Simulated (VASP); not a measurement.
Wanted: the native input for a VASP 6.6.1 run.

| Quantity | Value |
| --- | --- |
| Task | single point |
| Functional | PBE |
| Potentials or basis | VASP PAW PBE potentials, release 64 (Cs_sv) |
| Cutoff | 520 eV |
| k mesh | 10 × 10 × 10 |
| Occupations | gaussian, width 0.1 eV |
| Spin | no spin polarisation |
| Dipole correction | no |
| Further INCAR settings | ALGO = Normal; EDIFF = 1e-06; NBANDS = 10 |

The structure of Cs lies in POSCAR:

```
Cs
1.0
   -3.1788365935      3.1788365935      3.1788365935
    3.1788365935     -3.1788365935      3.1788365935
    3.1788365935      3.1788365935     -3.1788365935
Cs
1
Direct
    0.0000000000      0.0000000000      0.0000000000
```

This cell differs from its parent crystal: volume scaled by 1.10.

One way to write it, as run:

INCAR

```
SYSTEM = Cs
  PREC = Accurate
  ENCUT = 520
  EDIFF = 1E-6
  ISMEAR = 0
  SIGMA = 0.1
  LREAL = .FALSE.
  LASPH = .TRUE.
  NELM = 100
  ALGO = Normal
  ISIF = 2
  LWAVE = .FALSE.
  LCHARG = .FALSE.
  GGA = PE
  NBANDS = 10
```

KPOINTS

```
regular mesh
0
G
  10 10 10
  0 0 0
```

Potentials or basis: VASP PAW PBE potentials, release 64 (Cs_sv).

Run with:

```bash
$ cat potpaw_PBE.64/Cs_sv/POTCAR > POTCAR
$ mpirun -np 1 vasp_std > vasp.out
```

Results of the run:

The pressure is -0.2 GPa.

Wall time 45 s on 1 thread of Intel(R) Xeon(R) Platinum 8488C (Sapphire Rapids), on a shared host, peak memory 0.27 GiB.
